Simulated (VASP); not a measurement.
# Cr (Im-3m) in VASP: further runs, part 2 of 2

VASP 6.6.1. Earlier steps stand in the parts before.

### 4 Single point, r2SCAN, collinear spin, ferromagnetic start

POSCAR reads:

```
Cr
1.0
   -1.4148813462      1.4148813462      1.4148813462
    1.4148813462     -1.4148813462      1.4148813462
    1.4148813462      1.4148813462     -1.4148813462
Cr
1
Direct
    0.0000000000      0.0000000000      0.0000000000
```

INCAR.step1 reads:

```
PREC     = Accurate       # precision mode
ENCUT    = 520            # plane-wave cutoff, eV
ISMEAR   = 0              # smearing method
SIGMA    = 0.03           # smearing width, eV
LREAL    = False          # projectors in reciprocal space
LASPH    = True           # aspherical terms in the spheres
NELM     = 150            # most SCF steps
ISPIN    = 2              # spin polarisation
MAGMOM   = 1.5            # initial moments
LMAXMIX  = 4              # l up to which the mixer works
NBANDS   = 16             # bands
GGA      = PE             # functional
ALGO     = Normal         # electronic algorithm
EDIFF    = 1E-4           # SCF threshold, eV
LWAVE    = True           # write WAVECAR
LCHARG   = False          # write CHGCAR
```

INCAR.step2 reads:

```
PREC     = Accurate       # precision mode
ENCUT    = 520            # plane-wave cutoff, eV
EDIFF    = 1E-6           # SCF threshold, eV
ISMEAR   = 0              # smearing method
SIGMA    = 0.03           # smearing width, eV
LREAL    = False          # projectors in reciprocal space
LASPH    = True           # aspherical terms in the spheres
NELM     = 150            # most SCF steps
ALGO     = Normal         # electronic algorithm
ISIF     = 2              # what is computed and relaxed
LWAVE    = False          # write WAVECAR
LCHARG   = False          # write CHGCAR
ISPIN    = 2              # spin polarisation
MAGMOM   = 1.5            # initial moments
LORBIT   = 11             # projections on sites
LMAXMIX  = 4              # l up to which the mixer works
METAGGA  = R2SCAN         # meta-GGA
LMIXTAU  = True         
NBANDS   = 16             # bands
ISTART   = 1
```

KPOINTS reads:

```
Automatic mesh
0
Gamma
  15 15 15
```

Potentials or basis: VASP PAW PBE potentials, release 64 (Cr_pv).

The run is started by

```bash
$ cat potpaw_PBE.64/Cr_pv/POTCAR > POTCAR
$ cp INCAR.step1 INCAR
$ mpirun -np 1 vasp_std > vasp.out
$ cp INCAR.step2 INCAR
$ mpirun -np 1 vasp_std > vasp.out
```

OUTCAR:

```text
PREC = Accurate
   ENCUT = 520
   EDIFF = 1E-6
   ISMEAR = 0
   LREAL = False
   LASPH = True
   NELM = 150
   ISIF = 2
   ISPIN = 2
   LORBIT = 11
   METAGGA = R2SCAN
   ISTART = 1

 ion  position               nearest neighbor table
   1  0.000  0.000  0.000-

  LATTYP: Found a body centered cubic cell.
 ALAT       =     2.8297626924

  Lattice vectors:

 A1 = (  -1.4148813462,   1.4148813462,   1.4148813462)
 A2 = (   1.4148813462,  -1.4148813462,   1.4148813462)
 A3 = (   1.4148813462,   1.4148813462,  -1.4148813462)

Analysis of symmetry for initial positions (statically):
=====================================================================
 Subroutine PRICEL returns:
 Original cell was already a primitive cell.

 Routine SETGRP: Setting up the symmetry group for a
 body centered cubic supercell.

 Subroutine GETGRP returns: Found 48 space group operations
 (whereof 48 operations were pure point group operations)
 out of a pool of 48 trial point group operations.

The static configuration has the point symmetry O_h .

Analysis of symmetry for dynamics (positions and initial velocities):
=====================================================================
 Subroutine PRICEL returns:
 Original cell was already a primitive cell.

 Routine SETGRP: Setting up the symmetry group for a
 body centered cubic supercell.

 Subroutine GETGRP returns: Found 48 space group operations
 (whereof 48 operations were pure point group operations)
 out of a pool of 48 trial point group operations.

The dynamic configuration has the point symmetry O_h .

Analysis of structural, dynamic, and magnetic symmetry:
=====================================================================
 Subroutine PRICEL returns:
 Original cell was already a primitive cell.

 Routine SETGRP: Setting up the symmetry group for a
 body centered cubic supercell.

 Subroutine GETGRP returns: Found 48 space group operations
 (whereof 48 operations were pure point group operations)
[... 136 lines left out ...]
   NGX =  9   NGY =  9   NGZ =  9

 number of electron      12.0000006 magnetization       0.0000276

 number of electron      12.0000006 magnetization      -0.0000002

 Free energy of the ion-electron system (eV)
  ---------------------------------------------------
  ext. energy  EPLUGINS =         0.00000000
  ---------------------------------------------------
  free energy    TOTEN  =       -14.79939848 eV

  energy without entropy =      -14.79881124  energy(sigma->0) =      -14.79910486

 E-fermi :  11.1660     XC(G=0): -15.1138

 val. band max:       11.1480034982   @ k =  -0.2000   0.2000   0.1333
 cond. band min:      11.1744361014   @ k =   0.0667   0.0667   0.0667
 fundamental gap:      0.0264326032
 Fermi energy:        11.1660024776

 spin component 1

 k-point     1 :       0.0000    0.0000    0.0000
  band No.  band energies     occupation
      1     -33.1165      1.00000
      2     -33.1165      1.00000
      3     -33.1165      1.00000
      4       2.7040      1.00000
      5      10.2044      1.00000
      6      10.2045      1.00000
[... 435 lines left out ...]
      5       8.6395      1.00000
      6       9.9524      1.00000
[... 8 lines left out ...]
     15      41.9278      0.00000
     16      47.4487      0.00000

 [... further k-points ...]

 spin component 2

 k-point     1 :       0.0000    0.0000    0.0000
  band No.  band energies     occupation
      1     -33.1165      1.00000
      2     -33.1165      1.00000
      3     -33.1165      1.00000
      4       2.7040      1.00000
      5      10.2044      1.00000
      6      10.2045      1.00000
[... 435 lines left out ...]
      5       8.6395      1.00000
      6       9.9524      1.00000
[... 8 lines left out ...]
     15      41.9278      0.00000
     16      47.4487      0.00000

 [... further k-points ...]

------------------------ aborting loop because EDIFF is reached ----------------------------------------

  FORCE on cell =-STRESS in cart. coord.  units (eV):
  Direction    XX          YY          ZZ          XY          YZ          ZX
  --------------------------------------------------------------------------------------
  -------------------------------------------------------------------------------------
  Total        0.0420078      0.0420078      0.0420078      0.0000000      0.0000000      0.0000000
  in kB        5.9404627      5.9404627      5.9404627      0.0000000      0.0000000      0.0000000
  external PRESSURE =       5.9404627 kB  Pullay stress =       0.0000000 kB

 VOLUME and BASIS-vectors are now :
 -----------------------------------------------------------------------------
  energy-cutoff  :      520.00
  volume of cell :       11.33
      direct lattice vectors                 reciprocal lattice vectors
    -1.414881346  1.414881346  1.414881346     0.000000000  0.353386523  0.353386523
     1.414881346 -1.414881346  1.414881346     0.353386523  0.000000000  0.353386523
     1.414881346  1.414881346 -1.414881346     0.353386523  0.353386523  0.000000000

 POSITION                                       TOTAL-FORCE (eV/Angst)
 -----------------------------------------------------------------------------------
      0.00000      0.00000      0.00000        -0.000000      0.000000     -0.000000
 -----------------------------------------------------------------------------------
    total drift:                                0.000000     -0.000000      0.000000

  FREE ENERGIE OF THE ION-ELECTRON SYSTEM (eV)
  ---------------------------------------------------
  free  energy   TOTEN  =       -14.7993984787 eV

  energy  without entropy=      -14.7988112405  energy(sigma->0) =      -14.79910486

 total charge

# of ion       s       p       d       tot
------------------------------------------
    1        0.694   6.438   4.190  11.322

 magnetization (x)

# of ion       s       p       d       tot
------------------------------------------
    1       -0.000  -0.000  -0.000  -0.000
```

OUTCAR.step1:

```text
PREC = Accurate
   ENCUT = 520
   ISMEAR = 0
   LREAL = False
   LASPH = True
   NELM = 150
[... 1149 lines left out ...]

 POSITION                                       TOTAL-FORCE (eV/Angst)
 -----------------------------------------------------------------------------------
      0.00000      0.00000      0.00000         0.000000     -0.000000      0.000000
 -----------------------------------------------------------------------------------
    total drift:                                0.000000     -0.000000      0.000000

  FREE ENERGIE OF THE ION-ELECTRON SYSTEM (eV)
  ---------------------------------------------------
  free  energy   TOTEN  =        -9.5066403215 eV

  energy  without entropy=       -9.5059067456  energy(sigma->0) =       -9.50627353
```

OSZICAR.step1:

```text
N       E                     dE             d eps       ncg     rms          rms(c)
DAV:   1     0.792768695131E+02    0.79277E+02   -0.60981E+03  7856   0.851E+02
DAV:   2    -0.932548509563E+01   -0.88602E+02   -0.84541E+02  8360   0.247E+02
DAV:   3    -0.107601587428E+02   -0.14347E+01   -0.14326E+01  8904   0.345E+01
DAV:   4    -0.107648583014E+02   -0.46996E-02   -0.46995E-02  8744   0.195E+00
DAV:   5    -0.107648901520E+02   -0.31851E-04   -0.31852E-04  8928   0.144E-01    0.152E+01
DAV:   6    -0.950959932365E+01    0.12553E+01   -0.19903E+00  7848   0.260E+01    0.287E+00
DAV:   7    -0.951403871355E+01   -0.44394E-02   -0.59413E-02  8048   0.219E+00    0.153E+00
DAV:   8    -0.950923437272E+01    0.48043E-02   -0.35744E-03  9120   0.564E-01    0.889E-01
DAV:   9    -0.950652342993E+01    0.27109E-02   -0.14428E-03  8584   0.430E-01    0.166E-01
DAV:  10    -0.950663588033E+01   -0.11245E-03   -0.18218E-04  6496   0.991E-02    0.421E-02
DAV:  11    -0.950664032153E+01   -0.44412E-05   -0.10970E-05  4056   0.337E-02
   1 F= -.95066403E+01 E0= -.95062735E+01  d E =-.733576E-03  mag=    -0.0014
```

Wall time 93 s (1 thread of AMD EPYC 9R45 (Zen 5), shared host); peak memory 0.12 GiB.

Results:

- Free energy: -14.7994 eV
- Pressure: 0.6 GPa
- Band gap on the k mesh: zero (filled and empty bands overlap)
- Net moment: 0.00 μB per cell
- Valence electrons inside the program's atomic spheres: Cr 11.32

Levels at points of the mesh, in eV from the Fermi level:
Spin up:
```csv
k point,band 3,band 4,band 5,band 6,band 7,band 8,band 9,band 10
"(0.00, 0.00, 0.00)",-44.28,-8.46,-0.96,-0.96,-0.96,1.46,1.46,3.24
```
Spin down:
```
           k point  band 4  band 5  band 6  band 7  band 8  band 9
(0.00, 0.00, 0.00)   -8.46   -0.96   -0.96   -0.96    1.46    1.46
```

Caveat: the moments typed at the start vanished in this run; the PAW data sets were made with another functional, which shifts forces and pressure a little.

The gap in the log of VASP goes by the Fermi energy; the results here count the filled bands.